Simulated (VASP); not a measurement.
Write the native input for VASP 6.6.1 that does the following.

```yaml
Task: single point
Functional: PBE
Potentials_or_basis: VASP PAW PBE potentials, release 64 (Be, S)
Cutoff: 600 eV
k_mesh: 2 × 2 × 2
Occupations: fermi-dirac, width 0.02 eV
Spin: no spin polarisation
Dipole_correction: no
Further_INCAR_settings: ALGO = Normal; EDIFF = 1e-06; NBANDS = 11
```

The structure of BeS lies in POSCAR:

```
BeS
1.0
    2.9413850451      0.0000000000      0.0000000000
    0.0000000000      2.9413850451      0.0000000000
    0.0000000000      0.0000000000      2.9413850451
Be S
1 1
Direct
    0.0000000000      0.0000000000      0.0000000000
    0.5000000000      0.5000000000      0.5000000000
```

These files were run (other wordings do the same):

INCAR

```
SYSTEM = BeS
  ALGO = Normal
  EDIFF = 1E-6
  ENCUT = 600
  GGA = PE
  GGA_COMPAT = .FALSE.
  ISIF = 2
  ISMEAR = -1
  LASPH = .TRUE.
  LCHARG = .FALSE.
  LREAL = .FALSE.
  LWAVE = .FALSE.
  NBANDS = 11
  NELM = 120
  PREC = Accurate
  SIGMA = 0.02
```

KPOINTS

```
k-points
0
G
  2 2 2
  0 0 0
```

Potentials or basis: VASP PAW PBE potentials, release 64 (Be, S).

Run with:

```bash
$ cat potpaw_PBE.64/Be/POTCAR potpaw_PBE.64/S/POTCAR > POTCAR
$ mpirun -np 1 vasp_std > vasp.out
```

Results of the run:

```yaml
Pressure: -4.5 GPa
```

Caveat: the k points lie up to 1.07 Å⁻¹ apart.

It took 9.5 s on 1 thread of Intel Xeon 8259CL, with other jobs on the host, peak memory 0.12 GiB.
